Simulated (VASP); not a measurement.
Here is a VASP 6.6.1 calculation.

Contents of INCAR:

```
SYSTEM = Pr4Hg
ALGO = Normal
EDIFF = 1E-7
EDIFFG = -0.08
ENCUT = 500
GGA = PE
GGA_COMPAT = .False.
IBRION = 2
ISIF = 3
ISMEAR = 0
LASPH = .True.
LCHARG = .False.
LMAXMIX = 6
LREAL = .False.
LWAVE = .False.
NELM = 200
NELMIN = 4
NSW = 36
PREC = Accurate
SIGMA = 0.2
```

The input KPOINTS:

```
k-points
0
Gamma
  3 3 3
  0 0 0
```

The input POSCAR:

```
Pr4Hg
1.0
    6.0054820700      0.0000000000      0.0000000000
   -3.0027410300      5.2009000300      0.0000000000
    0.0000000000      0.0000000000      4.8780736700
Pr Hg
4 1
Direct
    0.5000000000      0.0000000000      0.0000000000
    0.0000000000      0.5000000000      0.0000000000
    0.5000000000      0.5000000000      0.0000000000
    0.0000000000      0.0000000000      0.0000000000
    0.0000000000      0.0000000000      0.5000000000
```

Potentials or basis: VASP PAW PBE potentials, release 64 (Pr_3, Hg), 4f in core.

Run with:

```console
$ cat potpaw_PBE.64/Pr_3/POTCAR potpaw_PBE.64/Hg/POTCAR > POTCAR
$ mpirun -np 1 vasp_std > vasp.out
```

Task: Predict the space group after relaxing (to 0.1 Å).

Result: P6/mmm (No. 191).

Task: What does it give for the band gap on the k mesh?

Result: Zero (bands 28 and 29 overlap by 0.89 eV).

Task: Predict the relaxed cell.

Result: a = 6.987 Å, b = 6.987 Å, c = 5.840 Å, α = 90.00°, β = 90.00°, γ = 120.00°.

Task: What does it give for the relaxed volume?

Result: 49.38 Å³/atom.

Stress tensor (GPa, compression positive):
```
 0.09  0.00  0.00
 0.00  0.09  0.00
 0.00  0.00 -0.14
```

Caveat: the k points lie up to 0.36 Å⁻¹ apart in the final cell, too coarse for converged energies and pressures of a metal; the volume moved by over 15 % at a fixed basis, so the end points are rough; spin-orbit coupling is left out, which moves the levels of the heavy elements; the 4f electrons are frozen in the core, so they carry no moment and show no levels. Spin polarisation is off, so any magnetic state and its effect on volume and gap are missing.
